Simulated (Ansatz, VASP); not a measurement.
## Two plane-wave programs on NaH

File POSCAR:

```
NaH
1.0
    2.9323912064      0.0000000000      0.0000000000
    0.0000000000      2.9323912064      0.0000000000
    0.0000000000      0.0000000000      2.9323912064
Na H
1 1
Direct
    0.0000000000      0.0000000000      0.0000000000
    0.5000000000      0.5000000000      0.5000000000
```

Contents of INCAR.step1:

```
PREC = Accurate ; ENCUT = 520
EDIFF = 1E-5 ; ISMEAR = 0
SIGMA = 0.01 ; LREAL = False
LASPH = True ; NELM = 100
ALGO = Normal ; ISIF = 2
LWAVE = True ; LCHARG = False
GGA = PE ; NBANDS = 11
```

File INCAR.step2:

```
PREC = Accurate ; ENCUT = 520
EDIFF = 1E-7 ; ISMEAR = 0
SIGMA = 0.01 ; LREAL = False
LASPH = True ; NELM = 100
ALGO = Normal ; ISIF = 2
LWAVE = False ; LCHARG = False
GGA = PE ; LHFCALC = True
AEXX = 0.75 ; HFSCREEN = 0.3
PRECFOCK = Normal ; ISTART = 1
NBANDS = 11
```

File KPOINTS:

```
Automatic mesh
0
Gamma
  4 4 4
```

Input for Ansatz:

```yaml
crystal:
  lattice:
    - [2.9323912064, 0.0, 0.0]
    - [0.0, 2.9323912064, 0.0]
    - [0.0, 0.0, 2.9323912064]
  atoms:
    - { symbol: Na, position: [0.0, 0.0, 0.0] }
    - { symbol: H, position: [0.5, 0.5, 0.5] }
kpoints:
  mp_grid: { grid: [4, 4, 4] }
hamiltonian:
  xc: { exchange: pbe, correlation: pbe, exx: { coeff: 0.75, omega: 0.3 } }
scf:
  occupations: { method: fixed }
  n_extra_bands: 4
output:
  forces: true
  stress: true
  eigenvalues: true
```

Alike in both runs: task single point; functional PBE-based screened hybrid; k mesh 4 × 4 × 4; no spin polarisation.

|  | VASP | Ansatz |
| --- | --- | --- |
| version | VASP 6.6.1 | Ansatz 0.2.0 |
| potentials or method | VASP PAW PBE potentials, release 64 (Na_pv, H) | plane waves |
| plane-wave cutoff (eV) | 520 | 420 |
| occupations | gaussian, width 0.01 eV | fixed |
| valence electrons in the cell | 8 | 10 |

```csv
,VASP,Ansatz,Ansatz less VASP
gap on the k mesh at the Fermi level (eV),3.15,3.16,+0.014
pressure (GPa),-0.4,-0.5,-0.14
```

VASP's potentials were made for PBE, not for PBE-based screened hybrid. VASP's potentials hold 8 valence electrons a cell and Ansatz's 10, so a difference there can come from the potentials and not from the codes. Ansatz's warnings: stress exchange threshold loose, stress scf threshold loose.

The k mesh is coarse, so the values compare programs but aren't converged.
